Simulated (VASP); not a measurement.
Input of a VASP 6.6.1 run:

File INCAR:

```
ALGO = Normal
EDIFF = 1E-7
ENCUT = 520
GGA = PS
ISIF = 2
ISMEAR = 0
ISPIN = 2
LASPH = T
LCHARG = T
LELF = T
LMAXMIX = 6
LORBIT = 11
LREAL = F
LVHAR = T
LWAVE = F
MAGMOM = 5.19 0
NBANDS = 28
NELM = 150
PREC = Accurate
SIGMA = 0.05
```

KPOINTS

```
k-points
0
Gamma
  8 8 8
```

Contents of POSCAR:

```
DyBi
1.0
    0.0000000000      3.1004787763      3.1004787763
    3.1004787763      0.0000000000      3.1004787763
    3.1004787763      3.1004787763      0.0000000000
Dy Bi
1 1
Direct
    0.5000000000      0.5000000000      0.5000000000
    0.0000000000      0.0000000000      0.0000000000
```

Potentials or basis: VASP PAW PBE potentials, release 64 (Dy, Bi_d).

Command:

```console
$ cat potpaw_PBE.64/Dy/POTCAR potpaw_PBE.64/Bi_d/POTCAR > POTCAR
$ mpirun -np 1 vasp_std > vasp.out
```

**Question.** What does it give for the pressure?

**Answer.** 2.1 GPa.

**Question.** Estimate the net moment.

**Answer.** 4.78 μB per cell.

**Question.** Estimate the site moments.

**Answer.** Dy +4.65; Bi -0.00 μB.

Caveat: the magnetic or orbital state may not be the lowest; the PAW data sets were made with another functional, which shifts forces and pressure a little. The state reached can hang on the start; a lower one may exist.
